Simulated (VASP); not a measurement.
Crystal: Y.

```
CELL_PARAMETERS angstrom
3.57294 0.00000 0.00000
-1.78647 3.09426 0.00000
0.00000 0.00000 5.61362
ATOMIC_POSITIONS crystal
Y 0.66667 0.33333 0.75000
Y 0.33333 0.66667 0.25000
```

Base run:

```yaml
Program: VASP 6.6.1
Functional: PBEsol
Potentials_or_basis: VASP PAW PBE potentials, release 64 (Y_sv)
Cutoff: 520 eV
k_mesh: 8 × 8 × 5
Occupations: fermi-dirac, width 0.05 eV
Spin: no spin polarisation
```

Its results: band gap on the k mesh zero (band 11 reaches 4.24 eV, above the bottom of band 12 at 2.77 eV); pressure 0.3 GPa.

The run is repeated on the same cell with these changes: functional from PBEsol to PBE. What comes out?

Band gap on the k mesh zero (band 11 reaches 4.34 eV, above the bottom of band 12 at 2.88 eV); pressure 2.4 GPa.

PBE binds less tightly than PBEsol, so the same cell stands under more pressure.

Caveats: the PAW data sets were made with another functional, which shifts forces and pressure a little (some runs).
